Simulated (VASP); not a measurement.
Runs of VASP 6.6.1 on As. The structure is that of space group P6_3/mmc (No. 194), or close to it. The cells are those of the table. 

| task | cell | k mesh | cutoff (eV) | gap on the mesh (eV) | pressure (GPa) | largest force (eV/Å) |
| --- | --- | --- | --- | --- | --- | --- |
| single point | a = 3.832, b = 3.832, c = 6.323 Å, angles 90.0, 90.0, 120.0°, 4 atoms | 6 × 6 × 4 | 520 | none | 31.4 | 0.49 |
| single point | a = 4.431, b = 4.431, c = 5.468 Å, angles 90.0, 90.0, 120.0°, 4 atoms | 12 × 12 × 8 | 520 | none | (b) | - |
| single point | a = 4.589, b = 4.589, c = 5.710 Å, angles 90.0, 90.0, 120.0°, 4 atoms | 6 × 6 × 4 | 520 | none | (a) | 0.03 |
| relaxation of cell and atoms | relaxed from a = 3.117, b = 3.117, c = 10.053 Å, angles 90.0, 90.0, 120.0°, 4 atoms | 6 × 6 × 2 | 600 | none | -0.1 | - |
| single point | a = 2.909, b = 2.909, c = 10.482 Å, angles 90.0, 90.0, 120.0°, 4 atoms | 18 × 18 × 6 | 520 | none | -0.1 | - |

Alike in all rows: level r2SCAN; potentials or basis VASP PAW PBE potentials, release 64 (As); no spin polarisation; smearing gaussian 0.1 eV.

Problem. Fill in the values left out.

Solution. (a) 0.2; (b) 0.0.

Caveats: some runs use coarse meshes; the PAW data sets were made with another functional, which shifts forces and pressure a little.

A k mesh can miss the band edges, and the runs leave out spin-orbit coupling on As.

A gap of «none» marks levels without a gap at the run's occupations.
